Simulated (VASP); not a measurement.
Write the native input for VASP 6.6.1 that does the following.

* Task: single point
* Functional: LDA
* Potentials or basis: VASP PAW LDA potentials, release 64 (Mn_pv, O)
* Cutoff: 520 eV
* k mesh: 6 × 6 × 6
* Occupations: methfessel-paxton, width 0.05 eV
* Spin: collinear spin, ferromagnetic start
* Starting moments: [2.8, 0.0] μB
* Hubbard terms: Mn d U = 3.0 eV
* Dipole correction: no
* Further INCAR settings: ALGO = Normal; EDIFF = 1e-06; NBANDS = 20

The structure of MnO (Manganosite) lies in POSCAR:

```
MnO
1.0
    0.0000000000      2.2192888078      2.2192888078
    2.2192888078      0.0000000000      2.2192888078
    2.2192888078      2.2192888078      0.0000000000
Mn O
1 1
Direct
    0.9911200000      0.9884300000      0.0357900000
    0.4665200000      0.5065100000      0.5352000000
```

The input as run:

INCAR

```
PREC = Accurate
ENCUT = 520
EDIFF = 1E-6
ISMEAR = 1
SIGMA = 0.05
LREAL = False
LASPH = True
NELM = 150
ALGO = Normal
ISIF = 2
LWAVE = False
LCHARG = False
ISPIN = 2
MAGMOM = 2.8 0
LORBIT = 11
LMAXMIX = 4
LDAU = True
LDAUTYPE = 2
LDAUL = 2 -1
LDAUU = 3 0
LDAUJ = 0 0
LDAUPRINT = 1
GGA = CA
NBANDS = 20
```

KPOINTS

```
Automatic mesh
0
Gamma
  6 6 6
```

Potentials or basis: VASP PAW LDA potentials, release 64 (Mn_pv, O).

The run is started by

```console
$ cat potpaw_LDA.64/Mn_pv/POTCAR potpaw_LDA.64/O/POTCAR > POTCAR
$ mpirun -np 1 vasp_std > vasp.out
```

Results of the run:

* Pressure: -4.6 GPa
* Largest force: 0.203 eV/Å
* Band gap on the k mesh: zero (filled and empty bands overlap)
* Net moment: 5.00 μB per cell
* Site moments: Mn +4.55; O +0.20 μB
* Valence electrons inside the program's atomic spheres: Mn 11.38; O 4.97

Caveat: the k points lie up to 0.41 Å⁻¹ apart; a cell with one magnetic atom can't hold antiferromagnetic order, which such compounds often take.

Wall time 78 s on 1 thread of Intel Xeon 8259CL, on a shared host, peak memory 0.19 GiB.
